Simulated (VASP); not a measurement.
Crystal: TaN.

```
CELL_PARAMETERS angstrom
5.19600 0.00000 0.00000
-2.59800 4.49987 0.00000
0.00000 0.00000 2.91100
ATOMIC_POSITIONS crystal
Ta 0.33333 0.66667 0.50000
Ta 0.66667 0.33333 0.50000
Ta 0.00000 0.00000 0.00000
N 0.39285 0.00000 0.00000
N 0.60715 0.60715 0.00000
N 0.00000 0.39285 0.00000
```

* Program: VASP 6.6.1
* Task: relaxation of cell and atoms
* Functional: PBEsol
* Dispersion: D3(BJ)
* Potentials or basis: VASP PAW PBE potentials, release 64 (Ta_pv, N)
* Cutoff: 600 eV
* k mesh: 6 × 6 × 9
* Occupations: methfessel-paxton, width 0.1 eV
* Spin: no spin polarisation

At the start: pressure -9.3 GPa; volume 11.34 Å³/atom.

Question: How do energy, volume and symmetry change on relaxing?

Answer: Over 9 steps the energy falls by 9.6 meV/atom and the volume is 11.03 Å³/atom (-2.8 %); space group P-62m (No. 189, to 0.05 Å).

The path:
| step | energy change (eV) | largest force (eV/Å) | pressure (GPa) | volume (Å³) |
| --- | --- | --- | --- | --- |
| 1 | 0.0000 | 0.0255 | -9.26 | 68.06 |
| 2 | 0.3045 | 0.3896 | 27.95 | 61.81 |
| 3 | -0.0562 | 0.1276 | -0.22 | 66.23 |
| 4 | -0.0562 | 0.1301 | 0.01 | 66.19 |
| 5 | -0.0562 | 0.1322 | 0.20 | 66.15 |
| 6 | -0.0573 | 0.0092 | 0.18 | 66.13 |
| 7 | -0.0573 | 0.0131 | 0.18 | 66.13 |
| 8 | -0.0573 | 0.0038 | -0.40 | 66.23 |
| 9 | -0.0574 | 0.0033 | -0.15 | 66.18 |

Final structure:
```cif
data_structure
_symmetry_space_group_name_H-M 'P 1'
_symmetry_Int_Tables_number 1
_cell_length_a 5.1511
_cell_length_b 5.1511
_cell_length_c 2.8802
_cell_angle_alpha 90.000
_cell_angle_beta 90.000
_cell_angle_gamma 120.000
_cell_volume 66.18
loop_
_atom_site_label
_atom_site_type_symbol
_atom_site_fract_x
_atom_site_fract_y
_atom_site_fract_z
_atom_site_occupancy
Ta1 Ta 0.33333 0.66667 0.50000 1
Ta2 Ta 0.66667 0.33333 0.50000 1
Ta3 Ta 0.00000 0.00000 0.00000 1
N1 N 0.39407 0.00000 0.00000 1
N2 N 0.60593 0.60593 0.00000 1
N3 N 0.00000 0.39407 0.00000 1
```

Caveat: the PAW data sets were made with another functional, which shifts forces and pressure a little; pairwise dispersion overbinds metals, which lowers pressure and volume.
